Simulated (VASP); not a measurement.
Wanted: the native input for a VASP 6.6.1 run.

```yaml
Task: single point
Functional: PBE
Dispersion: D3(BJ)
Potentials_or_basis: VASP PAW PBE potentials, release 64 (Pb_d, H)
Cutoff: 520 eV
k_mesh: 1 × 1 × 1
Occupations: fermi-dirac, width 0.15 eV
Spin: no spin polarisation
Dipole_correction: no
Further_INCAR_settings: LREAL = Auto; ALGO = Normal; EDIFF = 1e-06; NBANDS = 246
```

The structure of HPb32 (a cell with a defect) lies in POSCAR:

```
HPb32
1.0
    9.9000000000      0.0000000000      0.0000000000
    0.0000000000      9.9000000000      0.0000000000
    0.0000000000      0.0000000000      9.9000000000
Pb H
32 1
Direct
    0.4764646465     -0.0375050505      0.0375555556
    0.7598989899      0.2730303030     -0.0148484848
    0.7449292929     -0.0015050505      0.2274848485
   -0.0007979798      0.0114747475      0.0138484848
    0.1809494949      0.2449595960     -0.0130707071
    0.4983333333      0.4935454545     -0.0365858586
    0.7242323232      0.7505454545     -0.0284141414
    0.2512323232     -0.0250606061      0.2515858586
    0.4996767677      0.2399494949      0.2907777778
    0.7220808081      0.5312121212      0.2092121212
    0.5951616162     -0.0101818182      0.5232020202
    0.7337676768      0.2926161616      0.4959494949
    0.8310606061     -0.0115353535      0.7433434343
   -0.0187272727      0.5083333333     -0.0269595960
    0.2567272727      0.7485656566     -0.0046262626
   -0.0309191919      0.2635959596      0.2415555556
    0.2467676768      0.5402424242      0.2492323232
    0.5026666667      0.7660808081      0.3276262626
   -0.0397575758      0.0334040404      0.4111919192
    0.2328888889      0.2464848485      0.5006161616
    0.4786363636      0.5361212121      0.5123838384
    0.7971616162      0.7458282828      0.4886464646
    0.2555151515     -0.0275656566      0.7513939394
    0.5009797980      0.1756363636      0.7253434343
    0.7678383838      0.5055151515      0.7626363636
   -0.0256868687      0.7457979798      0.2465050505
    0.0344848485      0.5603131313      0.5540707071
    0.2226767677      0.7745353535      0.5467373737
    0.0479292929      0.2573535354      0.7368787879
    0.2841010101      0.4823535354      0.7567474747
    0.5301414141      0.7753232323      0.7459393939
   -0.0049494949      0.7404747475      0.7708787879
    0.5132929293      0.4802121212      0.6975959596
```

The input as run:

INCAR

```
SYSTEM = HPb32
ALGO = Normal
EDIFF = 1E-6
ENCUT = 520
GGA = PE
ISIF = 2
ISMEAR = -1
IVDW = 12
LASPH = .TRUE.
LCHARG = .FALSE.
LREAL = Auto
LWAVE = .FALSE.
NBANDS = 246
NELM = 80
PREC = Accurate
SIGMA = 0.15
```

KPOINTS

```
k-points
0
G
  1 1 1
  0 0 0
```

Potentials or basis: VASP PAW PBE potentials, release 64 (Pb_d, H).

Run with:

```bash
$ cat potpaw_PBE.64/Pb_d/POTCAR potpaw_PBE.64/H/POTCAR > POTCAR
$ mpirun -np 1 vasp_gam > vasp.out
```

Results of the run:

```json
{
  "Pressure": "5.6 GPa",
  "Largest force": "3.023 eV/Å",
  "Dispersion energy per atom": "-0.403 eV"
}
```

Caveat: the k points lie up to 0.63 Å⁻¹ apart.

Wall time 6.4 min on 1 thread of Intel Xeon 6975P-C, with other jobs on the host, peak memory 0.95 GiB.
